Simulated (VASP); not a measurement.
# Nb in VASP: single point with PBE

Aim: the single point of Nb with PBE.

Everything below comes from runs of VASP 6.6.1. Logs are shortened: lines on timing, memory, paths and dates and some standing lists are left out, and cuts for length are marked.

### Step 1. The cell of the first run

The cell holds a slab with vacuum, 3 atoms: a = 2.867 Å, b = 2.867 Å, c = 23.788 Å, α = 90.00°, β = 90.00°, γ = 109.47°.

### Step 2. Single point, PBE

INCAR reads:

```
SYSTEM = Nb
PREC = Accurate
ENCUT = 400
EDIFF = 1E-6
ISMEAR = 1
SIGMA = 0.1
LREAL = .False.
LASPH = .True.
NELM = 120
ALGO = Normal
ISIF = 2
LWAVE = .False.
LCHARG = .False.
LDIPOL = .True.
IDIPOL = 3
DIPOL = 0.5 0.5 0.348
GGA = PE
NBANDS = 26
GGA_COMPAT = .False.
NELMDL = -8
```

KPOINTS reads:

```
regular mesh
0
Gamma
  12 12 1
  0 0 0
```

POSCAR reads:

```
Nb
1.0
    2.8674683021     -0.0000000080      0.0000000000
   -0.9558227749      2.7034750390      0.0000000000
    0.0000000000      0.0000000000     23.7875686555
Nb
3
Direct
    0.0000000000      0.0000000000      0.2522325878
    0.4999779400      0.5000220600      0.3461350171
   -0.0001242438      0.0001242438      0.4451394078
```

Potentials or basis: VASP PAW PBE potentials, release 64 (Nb_sv).

On the command line:

```sh
$ cat potpaw_PBE.64/Nb_sv/POTCAR > POTCAR
$ mpirun -np 1 vasp_std > vasp.out
```

OUTCAR:

```text
SYSTEM = Nb
   PREC = Accurate
   ENCUT = 400
   EDIFF = 1E-6
   ISMEAR = 1
   LREAL = .False.
   LASPH = .True.
   NELM = 120
   ISIF = 2
   GGA = PE
   NELMDL = -8

 ion  position               nearest neighbor table
   1  0.000  0.000  0.252-   2 2.78   2 2.78
   2  0.500  0.500  0.346-   1 2.78   1 2.78   3 2.88   3 2.88
   3  1.000  0.000  0.445-   2 2.88   2 2.88

  LATTYP: Found a base centered orthorhombic cell.
 ALAT       =     3.3110671792
 B/A-ratio  =     1.4142135707
 C/A-ratio  =     7.1842603512

  Lattice vectors:

 A1 = (   2.8674683021,  -0.0000000080,   0.0000000000)
 A2 = (  -0.9558227749,   2.7034750390,   0.0000000000)
 A3 = (   0.0000000000,   0.0000000000,  23.7875686555)

Analysis of symmetry for initial positions (statically):
=====================================================================
 Subroutine PRICEL returns:
 Original cell was already a primitive cell.

 Routine SETGRP: Setting up the symmetry group for a
 base centered orthorhombic supercell.

 Subroutine GETGRP returns: Found  2 space group operations
 (whereof  2 operations were pure point group operations)
 out of a pool of  8 trial point group operations.

The static configuration has the point symmetry C_1h.

Analysis of symmetry for dynamics (positions and initial velocities):
=====================================================================
 Subroutine PRICEL returns:
 Original cell was already a primitive cell.

 Routine SETGRP: Setting up the symmetry group for a
 base centered orthorhombic supercell.

 Subroutine GETGRP returns: Found  2 space group operations
 (whereof  2 operations were pure point group operations)
 out of a pool of  8 trial point group operations.

The dynamic configuration has the point symmetry C_1h.

 Subroutine INISYM returns: Found  2 space group operations
 (whereof  2 operations are pure point group operations),
 and found     1 'primitive' translations

----------------------------------------------------------------------------------------

                                     Primitive cell

  volume of cell :     184.4043

  direct lattice vectors                    reciprocal lattice vectors
     2.867468302 -0.000000008  0.000000000     0.348739688  0.123298100  0.000000000
    -0.955822775  2.703475039  0.000000000     0.000000001  0.369894298  0.000000000
     0.000000000  0.000000000 23.787568655     0.000000000  0.000000000  0.042038765

  length of vectors
     2.867468302  2.867468302 23.787568655     0.369894298  0.369894298  0.042038765

  position of ions in fractional coordinates (direct lattice)
     0.000000000  0.000000000  0.252232588
     0.499977940  0.500022060  0.346135017
     0.999875756  0.000124244  0.445139408

  ion indices of the primitive-cell ions
   primitive index   ion index
                 1           1
                 2           2
                 3           3

----------------------------------------------------------------------------------------

 KPOINTS: regular mesh

Automatic generation of k-mesh.
 Grid dimensions read from file:
 generate k-points for:   12   12    1

 Generating k-lattice:

  Cartesian coordinates                     Fractional coordinates (reciprocal lattice)
     0.029061641  0.010274842  0.000000000     0.083333333  0.000000000  0.000000000
     0.000000000  0.030824525  0.000000000     0.000000000  0.083333333  0.000000000
     0.000000000  0.000000000  0.042038765     0.000000000  0.000000000  1.000000000

  Length of vectors
     0.030824525  0.030824525  0.042038765

  Shift w.r.t. Gamma in fractional coordinates (k-lattice)
     0.000000000  0.000000000  0.000000000

 Subroutine IBZKPT returns following result:
 ===========================================

 Found     43 irreducible k-points:

 Following reciprocal coordinates:
            Coordinates               Weight
  0.000000  0.000000  0.000000      1.000000
  0.083333  0.000000  0.000000      4.000000
  0.166667 -0.000000  0.000000      4.000000
  0.250000  0.000000  0.000000      4.000000
  0.333333 -0.000000  0.000000      4.000000
  0.416667 -0.000000  0.000000      4.000000
[... 16 lines left out ...]
  0.500000  0.166667  0.000000      4.000000
 -0.416667  0.166667  0.000000      4.000000
 [... further k-points ...]
   k-points           NKPTS =     43   k-points in BZ     NKDIM =     43   number of bands    NBANDS=     26
   number of dos      NEDOS =    301   number of ions     NIONS =      3
   total plane-waves  NPLWV =  64000
   dimension x,y,z NGX =    20 NGY =   20 NGZ =  160
   dimension x,y,z NGXF=    40 NGYF=   40 NGZF=  320
   ions per type =               3
   NGX,Y,Z   is equivalent  to a cutoff of  11.60, 11.60, 11.18 a.u.
   NGXF,Y,Z  is equivalent  to a cutoff of  23.19, 23.19, 22.36 a.u.
 SYSTEM =  Nb
   PREC   = accura    normal or accurate (medium, high low for compatibility)
   ISTART =      0    job   : 0-new  1-cont  2-samecut
   ICHARG =      2    charge: 1-file 2-atom 10-const
   ISPIN  =      1    spin polarized calculation?
   LNONCOLLINEAR =      F non collinear calculations
   LSORBIT =      F    spin-orbit coupling
   LASPH  =      T    aspherical Exc in radial PAW
   ENCUT  =  400.0 eV  29.40 Ry    5.42 a.u.   4.68  4.68 38.79*2*pi/ulx,y,z
   NELM   =    120;   NELMIN=  2; NELMDL= -8     # of ELM steps
   EDIFF  = 0.1E-05   stopping-criterion for ELM
   LREAL  =      F    real-space projection
   EDIFFG = 0.1E-04   stopping-criterion for IOM
   NSW    =      0    number of steps for IOM
   IBRION =     -1    ionic relax: 0-MD 1-quasi-New 2-CG
   NFREE  =      0    steps in history (QN), initial steepest desc. (CG)
   ISIF   =      2    stress and relaxation
   ISYM   =      2    0-nonsym 1-usesym 2-fastsym
   POTIM  = 0.5000    time-step for ionic-motion
   TEBEG  =    0.0;   TEEND  =   0.0 temperature during run
   PSTRESS=    0.0 pullay stress
   NELECT =      39.0000    total number of electrons
   NUPDOWN=      -1.0000    fix difference up-down
   EMIN   =  10.00;   EMAX   =-10.00  energy-range for DOS
   EFERMI =   0.00;   METHOD = LEGACY
   ISMEAR =     1;   SIGMA  =   0.10  broadening in eV -4-tet -1-fermi 0-gaus
   EFERMI_NEDOS =   21; number of points for ismear=-14 and -15
   IALGO  =     38    algorithm
   IMIX   =      4    mixing-type and parameters
     AMIX     =   0.40;   BMIX     =  1.00
     AMIX_MAG =   1.60;   BMIX_MAG =  1.00
  volume/ion in A,a.u.               =      61.47       414.81
  Fermi-wavevector in a.u.,A,eV,Ry     =   0.975377  1.843196 12.944053  0.951361
  Thomas-Fermi vector in A             =   2.105912
   LORBIT       =      0    0 simple, 1 ext, 2 COOP (PROOUT), +10 PAW based schemes
   GGA     = PE    functional components
   LHFCALC =     F    Hartree Fock is set to
   AEXX    =    0.0000 exact exchange contribution
   IVDW    =     0    specifies the selected vdW correction
   LEPSILON=     F    determine dielectric tensor
   LRPA    =     F    only Hartree local field effects (RPA)
 non-spin polarized calculation
 Methfessel and Paxton  Order N= 1 SIGMA  =   0.10
  energy-cutoff  :      400.00
  volume of cell :      184.40
 maximum number of plane-waves:      3405
   NGX =  9   NGY =  9   NGZ = 77

 dipolmoment           0.000000      0.000000     -0.003637 electrons x Angstroem

 number of electron      38.9999994 magnetization

 dipolmoment           0.000000      0.000000      0.004806 electrons x Angstroem

 Free energy of the ion-electron system (eV)
  ---------------------------------------------------
  ext. energy  EPLUGINS =         0.00000000
  ---------------------------------------------------
  free energy    TOTEN  =       -28.59480075 eV

  energy without entropy =      -28.59558441  energy(sigma->0) =      -28.59506197

 E-fermi :   0.2348     XC(G=0):  -4.5715

 val. band max:        0.2327889167   @ k =  -0.4167   0.2500   0.0000
 cond. band min:       0.2486235325   @ k =   0.3333   0.1667   0.0000
 fundamental gap:      0.0158346158
 Fermi energy:         0.2348466869

 k-point     1 :       0.0000    0.0000    0.0000
  band No.  band energies     occupation
      1     -54.4691      2.00000
      2     -54.4275      2.00000
      3     -54.1386      2.00000
      4     -30.9726      2.00000
      5     -30.5888      2.00000
      6     -30.1211      2.00000
[... 18 lines left out ...]
     25       2.8087      0.00000
     26       2.9706      0.00000

 k-point     2 :       0.0833    0.0000    0.0000
  band No.  band energies     occupation
      1     -54.4600      2.00000
      2     -54.4190      2.00000
      3     -54.1328      2.00000
      4     -30.9532      2.00000
      5     -30.5933      2.00000
      6     -30.1513      2.00000
[... 18 lines left out ...]
     25       2.7563      0.00000
     26       2.9149      0.00000

 k-point     3 :       0.1667   -0.0000    0.0000
  band No.  band energies     occupation
      1     -54.4350      2.00000
      2     -54.3953      2.00000
      3     -54.1170      2.00000
      4     -30.9012      2.00000
      5     -30.6142      2.00000
      6     -30.2781      2.00000
[... 18 lines left out ...]
     25       2.7900      0.00000
     26       2.8311      0.00000

 k-point     4 :       0.2500    0.0000    0.0000
  band No.  band energies     occupation
      1     -54.4010      2.00000
      2     -54.3620      2.00000
      3     -54.0958      2.00000
      4     -30.8443      2.00000
      5     -30.6736      2.00000
      6     -30.4692      2.00000
[... 18 lines left out ...]
     25       2.9134      0.00000
     26       3.0517      0.00000
[... 496 lines left out ...]
      1     -54.3177      2.00000
      2     -54.2737      2.00000
      3     -54.0372      2.00000
      4     -30.9472      2.00000
      5     -30.8449      2.00000
      6     -30.8233      2.00000
[... 18 lines left out ...]
     25       3.3631      0.00000
     26       3.9059      0.00000

 k-point    23 :       0.5000    0.1667    0.0000
  band No.  band energies     occupation
      1     -54.3156      2.00000
      2     -54.2734      2.00000
      3     -54.0294      2.00000
      4     -30.9641      2.00000
      5     -30.8647      2.00000
      6     -30.8388      2.00000
[... 18 lines left out ...]
     25       3.1506      0.00000
     26       3.9948      0.00000

 k-point    24 :      -0.4167    0.1667    0.0000
  band No.  band energies     occupation
      1     -54.3297      2.00000
      2     -54.2896      2.00000
      3     -54.0334      2.00000
      4     -30.8925      2.00000
      5     -30.7942      2.00000
      6     -30.7563      2.00000
[... 18 lines left out ...]
     25       2.8002      0.00000
     26       3.9386      0.00000

 [... further k-points ...]

------------------------ aborting loop because EDIFF is reached ----------------------------------------

 vacuum level on the upper side and lower side of the slab       (xc-potential included)         0.045        -0.075

  FORCE on cell =-STRESS in cart. coord.  units (eV):
  Direction    XX          YY          ZZ          XY          YZ          ZX
  --------------------------------------------------------------------------------------
  -------------------------------------------------------------------------------------
  Total       -4.2843187     -3.7317934     -0.7900800      0.7813887     -0.0016637      0.0023528
  in kB      -37.2238516    -32.4232940     -6.8645265      6.7890137     -0.0144550      0.0204425
  external PRESSURE =     -25.5038907 kB  Pullay stress =       0.0000000 kB

 VOLUME and BASIS-vectors are now :
 -----------------------------------------------------------------------------
  energy-cutoff  :      400.00
  volume of cell :      184.40
      direct lattice vectors                 reciprocal lattice vectors
     2.867468302 -0.000000008  0.000000000     0.348739688  0.123298100  0.000000000
    -0.955822775  2.703475039  0.000000000     0.000000001  0.369894298  0.000000000
     0.000000000  0.000000000 23.787568655     0.000000000  0.000000000  0.042038765

 POSITION                                       TOTAL-FORCE (eV/Angst)
 -----------------------------------------------------------------------------------
      0.00000      0.00000      6.00000        -0.000192      0.000136     -0.131006
      0.95574      1.35180      8.23371        -0.000629      0.000445      0.471354
      2.86699      0.00034     10.58878         0.000821     -0.000581     -0.340349
 -----------------------------------------------------------------------------------
    total drift:                               -0.000003      0.000002      0.000364

  FREE ENERGIE OF THE ION-ELECTRON SYSTEM (eV)
  ---------------------------------------------------
  free  energy   TOTEN  =       -28.5948007475 eV

  energy  without entropy=      -28.5955844106  energy(sigma->0) =      -28.59506197

 vacuum level on the upper side and lower side of the slab         4.834         4.642
```

Run time: 4.1 min. Hardware: 1 thread of Intel Xeon 6975P-C, shared host; peak memory 0.29 GiB.

Results:

| Property | Result |
| --- | --- |
| Free energy | -28.5948 eV |
| Largest force | 0.471 eV/Å |

Forces on the atoms (eV/Å):
```
Nb   0.000  0.000 -0.131
Nb  -0.001  0.000  0.471
Nb   0.001 -0.001 -0.340
```
